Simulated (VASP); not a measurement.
Crystal: Hg.

```
Hg
1.0
     3.23541    0.00000    0.00000
    -1.61770    2.80195    0.00000
     0.00000    0.00000    5.53819
Hg
2
Cartesian
  1.6177 0.9340 4.1536
  0.0000 1.8680 1.3845
```

Base run:

| Property | Result |
| --- | --- |
| Program | VASP 6.6.1 |
| Functional | PBE |
| Potentials or basis | VASP PAW PBE potentials, release 64 (Hg) |
| Cutoff | 520 eV |
| k mesh | 12 × 12 × 6 |
| Occupations | fermi-dirac, width 0.02 eV |
| Spin | no spin polarisation |

Its results: band gap on the k mesh zero (bands 12 and 13 overlap by 1.48 eV); pressure 3.4 GPa.

**Question.** The run is repeated on the same cell with these changes: functional from PBE to r2SCAN. What comes out?

**Answer.** Band gap on the k mesh zero (bands 12 and 13 overlap by 1.30 eV); pressure 2.4 GPa.

Caveats: spin-orbit coupling is left out, which moves the levels of the heavy elements; the cell stands under pressure (at least some runs); the PAW data sets were made with another functional, which shifts forces and pressure a little (at least some runs).
